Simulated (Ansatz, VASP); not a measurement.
**V4O in VASP and in Ansatz**

```xyz
5
Lattice="2.9972 0.0000 0.0000 0.0000 2.9972 0.0000 0.0000 0.0000 21.3334" Properties=species:S:1:pos:R:3 pbc="T T T"
V     1.4986    1.4986    4.0000
V     0.0000    0.0000    5.4986
V     1.4986    1.4986    6.9700
V     0.0000    0.0000    8.3334
O     0.0000    0.0000   11.5834
```

Alike in both runs: task single point; functional PBE; k mesh 9 × 9 × 1; occupations gaussian, width 0.1 eV; no spin polarisation.

```csv
,VASP,Ansatz
version,VASP 6.6.1,Ansatz 0.2.0
potentials or method,"VASP PAW PBE potentials, release 64 (V_sv, O), cutoff 520 eV","scalar-relativistic, plane waves, PAW"
valence electrons in the cell,58,58
```

Ansatz gave:

* gap on the k mesh at the Fermi level (eV): none
* rms of the force components (eV/Å): 0.545

**Question.** Which values does VASP return?

**Answer.** gap on the k mesh at the Fermi level (eV): none; rms of the force components (eV/Å): 0.548.

Atom by atom the forces differ by 0.007 eV/Å (rms over components). A gap of «none» marks a metal or a gap that the smearing closes. With one functional, cell and mesh, what is left measures potentials, basis and numerics. Ansatz's warnings: vacuum density over bound.
